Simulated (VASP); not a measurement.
# N2 in VASP: further runs

Runs on N2. Level: PBEsol. Tasks: single point, relaxation of the atoms.

Everything below comes from runs of VASP 6.6.1. Logs are shortened: lines on timing, memory, paths and dates and some standing lists are left out, and cuts for length are marked.

## (1) The cell of the first run

The cell holds a molecule in a box, 2 atoms: a = 9.000 Å, b = 9.500 Å, c = 10.000 Å, α = 90.00°, β = 90.00°, γ = 90.00°.

## (2) Single point, PBEsol

Contents of INCAR:

```
ALGO = Normal
EDIFF = 1E-6
ENCUT = 520
GGA = PS
ISIF = 2
ISMEAR = 1
LASPH = T
LCHARG = F
LREAL = F
LWAVE = F
NBANDS = 12
NELM = 80
PREC = Accurate
SIGMA = 0.02
```

Contents of KPOINTS:

```
k-points
0
Gamma
  1 1 1
```

Contents of POSCAR:

```
N
1.0
    9.0000000000      0.0000000000      0.0000000000
    0.0000000000      9.5000000000      0.0000000000
    0.0000000000      0.0000000000     10.0000000000
N
2
Direct
    0.5000000000      0.5000000000      0.4450062834
    0.5000000000      0.5000000000      0.5549937166
```

Potentials or basis: VASP PAW PBE potentials, release 64 (N).

Command:

```bash
> cat potpaw_PBE.64/N/POTCAR > POTCAR
> mpirun -np 1 vasp_gam > vasp.out
```

OUTCAR:

```text
EDIFF = 1E-6
   ENCUT = 520
   GGA = PS
   ISIF = 2
   ISMEAR = 1
   LASPH = T
   LREAL = F
   NELM = 80
   PREC = Accurate

 ion  position               nearest neighbor table
   1  0.500  0.500  0.445-   2 1.10
   2  0.500  0.500  0.555-   1 1.10

  LATTYP: Found a simple orthorhombic cell.
 ALAT       =     9.0000000000
 B/A-ratio  =     1.0555555556
 C/A-ratio  =     1.1111111111

  Lattice vectors:

 A1 = (   9.0000000000,   0.0000000000,   0.0000000000)
 A2 = (   0.0000000000,   9.5000000000,   0.0000000000)
 A3 = (   0.0000000000,   0.0000000000,  10.0000000000)

Analysis of symmetry for initial positions (statically):
=====================================================================
 Subroutine PRICEL returns:
 Original cell was already a primitive cell.

 Routine SETGRP: Setting up the symmetry group for a
 simple orthorhombic supercell.

 Subroutine GETGRP returns: Found  8 space group operations
 (whereof  8 operations were pure point group operations)
 out of a pool of  8 trial point group operations.

The static configuration has the point symmetry D_2h.

Analysis of symmetry for dynamics (positions and initial velocities):
=====================================================================
 Subroutine PRICEL returns:
 Original cell was already a primitive cell.

 Routine SETGRP: Setting up the symmetry group for a
 simple orthorhombic supercell.

 Subroutine GETGRP returns: Found  8 space group operations
 (whereof  8 operations were pure point group operations)
 out of a pool of  8 trial point group operations.

The dynamic configuration has the point symmetry D_2h.

 Subroutine INISYM returns: Found  8 space group operations
 (whereof  8 operations are pure point group operations),
 and found     1 'primitive' translations

----------------------------------------------------------------------------------------

                                     Primitive cell

  volume of cell :     855.0000

  direct lattice vectors                    reciprocal lattice vectors
     9.000000000  0.000000000  0.000000000     0.111111111  0.000000000  0.000000000
     0.000000000  9.500000000  0.000000000     0.000000000  0.105263158  0.000000000
     0.000000000  0.000000000 10.000000000     0.000000000  0.000000000  0.100000000

  length of vectors
     9.000000000  9.500000000 10.000000000     0.111111111  0.105263158  0.100000000

  position of ions in fractional coordinates (direct lattice)
     0.500000000  0.500000000  0.445006283
     0.500000000  0.500000000  0.554993717

  ion indices of the primitive-cell ions
   primitive index   ion index
                 1           1
                 2           2

----------------------------------------------------------------------------------------

 KPOINTS: k-points

Automatic generation of k-mesh.
 Grid dimensions read from file:
 generate k-points for:    1    1    1

 Generating k-lattice:

  Cartesian coordinates                     Fractional coordinates (reciprocal lattice)
     0.111111111  0.000000000  0.000000000     1.000000000  0.000000000  0.000000000
     0.000000000  0.105263158  0.000000000     0.000000000  1.000000000  0.000000000
     0.000000000  0.000000000  0.100000000     0.000000000  0.000000000  1.000000000

  Length of vectors
     0.111111111  0.105263158  0.100000000

  Shift w.r.t. Gamma in fractional coordinates (k-lattice)
     0.000000000  0.000000000  0.000000000

 Subroutine IBZKPT returns following result:
 ===========================================

 Found      1 irreducible k-points:

 Following reciprocal coordinates:
            Coordinates               Weight
  0.000000  0.000000  0.000000      1.000000
   k-points           NKPTS =      1   k-points in BZ     NKDIM =      1   number of bands    NBANDS=     12
   number of dos      NEDOS =    301   number of ions     NIONS =      2
   total plane-waves  NPLWV = 403200
   dimension x,y,z NGX =    70 NGY =   72 NGZ =   80
   dimension x,y,z NGXF=   140 NGYF=  144 NGZF=  160
   ions per type =               2
   NGX,Y,Z   is equivalent  to a cutoff of  12.93, 12.60, 13.30 a.u.
   NGXF,Y,Z  is equivalent  to a cutoff of  25.86, 25.20, 26.60 a.u.
 SYSTEM =  unknown system
   PREC   = accura    normal or accurate (medium, high low for compatibility)
   ISTART =      0    job   : 0-new  1-cont  2-samecut
   ICHARG =      2    charge: 1-file 2-atom 10-const
   ISPIN  =      1    spin polarized calculation?
   LNONCOLLINEAR =      F non collinear calculations
   LSORBIT =      F    spin-orbit coupling
   LASPH  =      T    aspherical Exc in radial PAW
   ENCUT  =  520.0 eV  38.22 Ry    6.18 a.u.  16.73 17.66 18.59*2*pi/ulx,y,z
   NELM   =     80;   NELMIN=  2; NELMDL= -5     # of ELM steps
   EDIFF  = 0.1E-05   stopping-criterion for ELM
   LREAL  =      F    real-space projection
   EDIFFG = 0.1E-04   stopping-criterion for IOM
   NSW    =      0    number of steps for IOM
   IBRION =     -1    ionic relax: 0-MD 1-quasi-New 2-CG
   NFREE  =      0    steps in history (QN), initial steepest desc. (CG)
   ISIF   =      2    stress and relaxation
   ISYM   =      2    0-nonsym 1-usesym 2-fastsym
   POTIM  = 0.5000    time-step for ionic-motion
   TEBEG  =    0.0;   TEEND  =   0.0 temperature during run
   PSTRESS=    0.0 pullay stress
   NELECT =      10.0000    total number of electrons
   NUPDOWN=      -1.0000    fix difference up-down
   EMIN   =  10.00;   EMAX   =-10.00  energy-range for DOS
   EFERMI =   0.00;   METHOD = LEGACY
   ISMEAR =     1;   SIGMA  =   0.02  broadening in eV -4-tet -1-fermi 0-gaus
   EFERMI_NEDOS =   21; number of points for ismear=-14 and -15
   IALGO  =     38    algorithm
   IMIX   =      4    mixing-type and parameters
     AMIX     =   0.40;   BMIX     =  1.00
     AMIX_MAG =   1.60;   BMIX_MAG =  1.00
  volume/ion in A,a.u.               =     427.50      2884.91
  Fermi-wavevector in a.u.,A,eV,Ry     =   0.371609  0.702239  1.878872  0.138093
  Thomas-Fermi vector in A             =   1.299861
   LORBIT       =      0    0 simple, 1 ext, 2 COOP (PROOUT), +10 PAW based schemes
   GGA     = PS    functional components
   LHFCALC =     F    Hartree Fock is set to
   AEXX    =    0.0000 exact exchange contribution
   IVDW    =     0    specifies the selected vdW correction
   LEPSILON=     F    determine dielectric tensor
   LRPA    =     F    only Hartree local field effects (RPA)
 non-spin polarized calculation
 Methfessel and Paxton  Order N= 1 SIGMA  =   0.02
  energy-cutoff  :      520.00
  volume of cell :      855.00
 maximum number of plane-waves:     11510
 NGX is ok and might be reduce to    70
   NGX = 33   NGY = 35   NGZ = 37

 number of electron      10.0000000 magnetization

 Free energy of the ion-electron system (eV)
  ---------------------------------------------------
  ext. energy  EPLUGINS =         0.00000000
  ---------------------------------------------------
  free energy    TOTEN  =       -17.04925846 eV

  energy without entropy =      -17.05041804  energy(sigma->0) =      -17.04964499

 E-fermi :  -9.9717     XC(G=0):  -0.6711

 val. band max:       -9.9885856823   @ k =   0.0000   0.0000   0.0000
 cond. band min:      -1.7992349294   @ k =   0.0000   0.0000   0.0000
 fundamental gap:      8.1893507529
 Fermi energy:        -9.9717480380

 k-point     1 :       0.0000    0.0000    0.0000
  band No.  band energies     occupation
      1     -28.1746      2.00000
      2     -13.1913      2.00000
      3     -11.4972      2.00000
      4     -11.4972      2.00000
      5      -9.9886      2.00000
      6      -1.7992      0.00000
      7      -1.7988      0.00000
      8      -0.1611      0.00000
      9       1.2330      0.00000
     10       1.3076      0.00000
     11       1.3142      0.00000
     12       1.5557      0.00000

------------------------ aborting loop because EDIFF is reached ----------------------------------------

  FORCE on cell =-STRESS in cart. coord.  units (eV):
  Direction    XX          YY          ZZ          XY          YZ          ZX
  --------------------------------------------------------------------------------------
  -------------------------------------------------------------------------------------
  Total       -0.0588228     -0.0570715      1.9812754     -0.0000000      0.0000000      0.0000000
  in kB       -0.1102275     -0.1069457      3.7126953     -0.0000000      0.0000000      0.0000000
  external PRESSURE =       1.1651740 kB  Pullay stress =       0.0000000 kB

 VOLUME and BASIS-vectors are now :
 -----------------------------------------------------------------------------
  energy-cutoff  :      520.00
  volume of cell :      855.00
      direct lattice vectors                 reciprocal lattice vectors
     9.000000000  0.000000000  0.000000000     0.111111111  0.000000000  0.000000000
     0.000000000  9.500000000  0.000000000     0.000000000  0.105263158  0.000000000
     0.000000000  0.000000000 10.000000000     0.000000000  0.000000000  0.100000000

 POSITION                                       TOTAL-FORCE (eV/Angst)
 -----------------------------------------------------------------------------------
      4.50000      4.75000      4.45006         0.000000      0.000000     -1.884736
      4.50000      4.75000      5.54994         0.000000      0.000000      1.884736
 -----------------------------------------------------------------------------------
    total drift:                                0.000000      0.000000      0.000000

  FREE ENERGIE OF THE ION-ELECTRON SYSTEM (eV)
  ---------------------------------------------------
  free  energy   TOTEN  =       -17.0492584616 eV

  energy  without entropy=      -17.0504180427  energy(sigma->0) =      -17.04964499
```

It took 75 s on 1 thread of Intel Xeon 8259CL, shared host; peak memory 0.73 GiB.

What came out:

- Free energy: -17.0493 eV
- Largest force: 1.885 eV/Å
- Gap between the frontier levels: 8.19 eV

Forces in eV/Å, atoms in the order of the input:
```
N    0.000  0.000 -1.885
N    0.000  0.000  1.885
```

Levels at points of the mesh, in eV from the valence-band top:
| k point | band 2 | band 3 | band 4 | band 5 | band 6 | band 7 | band 8 | band 9 |
| --- | --- | --- | --- | --- | --- | --- | --- | --- |
| (0.00, 0.00, 0.00) | -3.20 | -1.51 | -1.51 | 0.00 | 8.19 | 8.19 | 9.83 | 11.22 |

Caveat: the standard files for N, O and F lose accuracy on very short bonds; the PAW data sets were made with another functional, which shifts forces and pressure a little.

[end of part 1 of 2]
